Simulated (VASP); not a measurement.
Write the native input for VASP 6.6.1 that does the following.

```
Task                   : single point
Functional             : PBEsol
Potentials or basis    : VASP PAW PBE potentials, release 64 (Cu, O)
Cutoff                 : 520 eV
k mesh                 : 14 × 14 × 8
Occupations            : gaussian, width 0.1 eV
Spin                   : no spin polarisation
Dipole correction      : no
Further INCAR settings : ALGO = Normal; EDIFF = 1e-07; NBANDS = 25
```

The structure of CuO lies in POSCAR:

```
CuO
1.0
    2.0461380401     -2.0469547570      0.0000000000
    2.0461380401      2.0469547570      0.0000000000
    0.0000000000      0.0000000000      5.0921157438
Cu O
2 2
Direct
    0.0000000000      0.5000000000      0.0000000000
    0.5000000000      0.0000000000      0.5000000000
    0.5000000000      0.5000000000      0.2500000000
    0.5000000000      0.5000000000      0.7500000000
```

One way to write it, as run:

INCAR

```
  PREC = Accurate
  ENCUT = 520
  EDIFF = 1E-7
  ISMEAR = 0
  SIGMA = 0.1
  LREAL = F
  LASPH = T
  NELM = 100
  ALGO = Normal
  ISIF = 2
  LWAVE = F
  LCHARG = F
  GGA = PS
  NBANDS = 25
```

KPOINTS

```
regular mesh
0
Gamma
  14 14 8
```

Potentials or basis: VASP PAW PBE potentials, release 64 (Cu, O).

Run with:

```sh
$ cat potpaw_PBE.64/Cu/POTCAR potpaw_PBE.64/O/POTCAR > POTCAR
$ mpirun -np 1 vasp_std > vasp.out
```

It gave:

| Item | Value |
| --- | --- |
| Pressure | 0.8 GPa |
| Band gap on the k mesh | zero (bands 17 and 18 overlap by 1.21 eV) |

Caveat: the PAW data sets were made with another functional, which shifts forces and pressure a little; semilocal functionals often make such compounds metallic where correlation or magnetic order opens a gap, which also shifts bond lengths.

It took 2.9 min on 1 thread of Intel(R) Xeon(R) Platinum 8488C (Sapphire Rapids), with other jobs on the host, peak memory 0.35 GiB.
